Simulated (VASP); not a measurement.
BaTiO3: single point with PBE

BaTiO3:

```
Ba Ti O
1.0
     3.98333    0.00000    0.00000
     0.00000    2.86260    2.87534
     0.00000   -2.86260    2.87534
Ba Ti O
1 1 3
Direct
  0.00000 0.00341 0.00341
  0.50000 0.50341 0.50341
  0.50000 0.00341 0.50341
  0.50000 0.50341 0.00341
  0.00000 0.50341 0.50341
```

```yaml
Program: VASP 6.6.1
Task: single point
Functional: PBE
Potentials_or_basis: VASP PAW PBE potentials, release 64 (Ba_sv, Ti_sv, O)
Cutoff: 600 eV
k_mesh: 4 × 4 × 4
Occupations: gaussian, width 0.1 eV
Spin: no spin polarisation
Dipole_correction: no
Further_INCAR_settings: ALGO = Normal; EDIFF = 1e-06; NBANDS = 28
```

```json
{
 "Pressure": "0.0 GPa",
 "Band gap on the k mesh": "1.64 eV (least direct gap 1.81 eV)"
}
```

Stress tensor (GPa, compression positive):
```
 2.25  0.00  0.00
 0.00 -0.57  0.00
 0.00  0.00 -1.63
```

Levels at points of the mesh, in eV from the valence-band top:
| k point | band 16 | band 17 | band 18 | band 19 | band 20 | band 21 | band 22 | band 23 | band 24 | band 25 |
| --- | --- | --- | --- | --- | --- | --- | --- | --- | --- | --- |
| (0.00, 0.00, 0.00) | -1.09 | -1.03 | -0.20 | -0.18 | -0.17 | 1.64 | 1.67 | 1.68 | 3.65 | 3.78 |
| (0.50, 0.00, 0.00) | -1.95 | -1.91 | -1.88 | -0.76 | -0.72 | 1.80 | 3.44 | 3.44 | 3.65 | 5.74 |
| (0.00, 0.50, 0.00) | -1.86 | -1.76 | -1.75 | -0.74 | -0.72 | 1.82 | 3.28 | 3.29 | 3.75 | 5.65 |
| (0.50, 0.50, 0.00) | -2.62 | -1.74 | -0.86 | -0.85 | -0.09 | 3.29 | 3.45 | 3.79 | 4.48 | 7.46 |
| (0.00, 0.50, 0.50) | -2.55 | -1.75 | -1.01 | -1.00 | -0.14 | 3.29 | 3.30 | 3.68 | 4.65 | 7.26 |
| (0.50, 0.50, 0.50) | -2.49 | -2.32 | -0.04 | -0.01 | 0.00 | 3.93 | 4.01 | 4.02 | 6.54 | 6.61 |

It took 56 s on 1 thread of Oxide Virtual Turin-like Processor, with other jobs on the host, peak memory 0.17 GiB.

Caveat: spin-orbit coupling is left out, which moves the levels of the heavy elements. A k mesh can miss the band edges.
